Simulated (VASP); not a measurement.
Wanted: the native input for a VASP 6.6.1 run.

| Item | Value |
| --- | --- |
| Task | single point |
| Functional | PBE |
| Potentials or basis | VASP PAW PBE potentials, release 64 (Si, Br) |
| Cutoff | 520 eV |
| k mesh | 4 × 4 × 12 |
| Occupations | gaussian, width 0.1 eV |
| Spin | no spin polarisation |
| Dipole correction | no |
| Further INCAR settings | ALGO = Normal; EDIFF = 1e-06; NBANDS = 37 |

The structure of Si3Br2 lies in POSCAR:

```
Si3Br2
1.0
    8.7705985830      0.0000000000      0.0000000000
    0.0000000000      8.7705985830      0.0000000000
    0.0000000000      0.0000000000      3.1806252444
Si Br
6 4
Direct
    0.0000000000      0.0000000000      0.0000000000
    0.5000000000      0.5000000000      0.0000000000
    0.2189757807      0.7189757807      0.5000000000
    0.2810242193      0.2189757807      0.5000000000
    0.7810242193      0.2810242193      0.5000000000
    0.7189757807      0.7810242193      0.5000000000
    0.3743393738      0.8743393738      0.0000000000
    0.1256606262      0.3743393738      0.0000000000
    0.6256606262      0.1256606262      0.0000000000
    0.8743393738      0.6256606262      0.0000000000
```

These files were run (other wordings do the same):

INCAR

```
SYSTEM = Si3Br2
  PREC = Accurate
  ENCUT = 520
  EDIFF = 1E-6
  ISMEAR = 0
  SIGMA = 0.1
  LREAL = .False.
  LASPH = .True.
  NELM = 80
  ALGO = Normal
  ISIF = 2
  LWAVE = .False.
  LCHARG = .False.
  GGA = PE
  NBANDS = 37
```

KPOINTS

```
regular mesh
0
Gamma
  4 4 12
  0 0 0
```

Potentials or basis: VASP PAW PBE potentials, release 64 (Si, Br).

Command:

```console
$ cat potpaw_PBE.64/Si/POTCAR potpaw_PBE.64/Br/POTCAR > POTCAR
$ mpirun -np 1 vasp_std > vasp.out
```

It gave:

```json
{
 "Pressure": "0.0 GPa",
 "Largest force": "0.006 eV/Å",
 "Band gap on the k mesh": "zero (bands 26 and 27 overlap by 0.49 eV)"
}
```

It took 2.9 min on 1 thread of Intel(R) Xeon(R) 6975P-C (Granite Rapids) (shared host), peak memory 0.49 GiB.
